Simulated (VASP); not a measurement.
# InSb: single point with PBE

Crystal: InSb.

```
CELL_PARAMETERS angstrom
3.07666 0.00000 0.00000
0.00000 3.07666 0.00000
0.00000 0.00000 6.21547
ATOMIC_POSITIONS crystal
In 0.00000 0.00000 0.00000
Sb 0.00000 0.00000 0.50000
```

- Program: VASP 6.6.1
- Task: single point
- Functional: PBE
- Potentials or basis: VASP PAW PBE potentials, release 64 (In_d, Sb)
- Cutoff: 520 eV
- k mesh: 14 × 14 × 8
- Occupations: gaussian, width 0.5 eV
- Spin: no spin polarisation
- Dipole correction: no
- Further INCAR settings: ALGO = Normal; EDIFF = 1e-06; NBANDS = 16

```
Pressure               : 0.7 GPa
Band gap on the k mesh : zero (band 9 reaches 10.90 eV, above the bottom of band 10 at 5.05 eV)
```

Stress tensor (GPa, compression positive):
```
0.81 0.00 0.00
0.00 0.81 0.00
0.00 0.00 0.38
```

Levels at points of the mesh, in eV from the Fermi level:
```tsv
k point	band 7	band 8	band 9	band 10	band 11	band 12
(0.00, 0.00, 0.00)	-6.83	-4.55	4.21	4.21	5.13	7.78
(0.50, 0.00, 0.00)	-4.99	-3.32	-2.23	-1.58	2.98	6.36
(0.50, 0.50, 0.00)	-2.85	-2.85	-0.03	0.62	1.00	1.00
(0.00, 0.00, 0.50)	-8.08	-0.94	0.20	4.39	4.39	7.84
(0.50, 0.00, 0.50)	-4.80	-4.72	-2.38	1.64	3.05	5.75
(0.50, 0.50, 0.50)	-2.65	-2.65	-1.56	0.31	0.31	3.10
```

Wall time 81 s on 1 thread of Intel(R) Xeon(R) Platinum 8259CL CPU @ 2.50GHz (Skylake/Cascade Lake), on a shared host, peak memory 0.31 GiB.

Caveat: spin-orbit coupling is left out, which moves the levels of the heavy elements.
